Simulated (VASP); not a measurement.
Write the native input for VASP 6.6.1 that does the following.

| Item | Value |
| --- | --- |
| Task | relaxation of cell and atoms |
| Functional | PBEsol |
| Potentials or basis | VASP PAW PBE potentials, release 64 (B, N) |
| Cutoff | 600 eV |
| k mesh | 10 × 10 × 4 |
| Occupations | gaussian, width 0.01 eV |
| Spin | no spin polarisation |
| Target pressure | 2 GPa |
| Dipole correction | no |
| Further INCAR settings | ALGO = Normal; EDIFF = 1e-06; IBRION = 2; EDIFFG = -0.002; NSW = 100; ISIF = 3 |

The structure of BN lies in POSCAR:

```
BN
1.0
    2.5043523884      0.0000000000      0.0000000000
   -1.2521761942      2.1688327884      0.0000000000
    0.0000000000      0.0000000000      7.0159738244
B N
2 2
Direct
    0.3333333333      0.6666666667      0.2500000000
    0.6666666667      0.3333333333      0.7500000000
    0.3333333333      0.6666666667      0.7500000000
    0.6666666667      0.3333333333      0.2500000000
```

These files were run (other wordings do the same):

INCAR

```
SYSTEM = BN
ALGO = Normal
EDIFF = 1E-6
EDIFFG = -0.002
ENCUT = 600
GGA = PS
IBRION = 2
ISIF = 3
ISMEAR = 0
LASPH = .TRUE.
LCHARG = .FALSE.
LREAL = .FALSE.
LWAVE = .FALSE.
NELM = 60
NSW = 100
PREC = Accurate
PSTRESS = 20.0
SIGMA = 0.01
```

KPOINTS

```
k-points
0
G
  10 10 4
  0 0 0
```

Potentials or basis: VASP PAW PBE potentials, release 64 (B, N).

Launch:

```bash
$ cat potpaw_PBE.64/B/POTCAR potpaw_PBE.64/N/POTCAR > POTCAR
$ mpirun -np 1 vasp_std > vasp.out
```

Results of the run:

The relaxed volume is 8.61 Å³/atom, the relaxed cell is a = 2.501 Å, b = 2.501 Å, c = 6.353 Å, α = 90.00°, β = 90.00°, γ = 120.00° and the space group after relaxing (to 0.05 Å) is P6_3/mmc (No. 194). The energy change on relaxing (the enthalpy is what falls) is +3.5 meV/atom and the ionic steps are 11. The pressure after relaxing is 2.0 GPa and the band gap on the k mesh is 4.04 eV, indirect (least direct gap 4.44 eV).

Caveat: the cell is relaxed towards a set pressure, so the enthalpy falls and the energy may rise; the PAW data sets were made with another functional, which shifts forces and pressure a little; this functional lacks dispersion, which binds the layers, so the pressure and a relaxed spacing across them are unreliable.

It took 100 s on 1 thread of Intel Xeon 6975P-C, with other jobs on the host, peak memory 0.16 GiB.
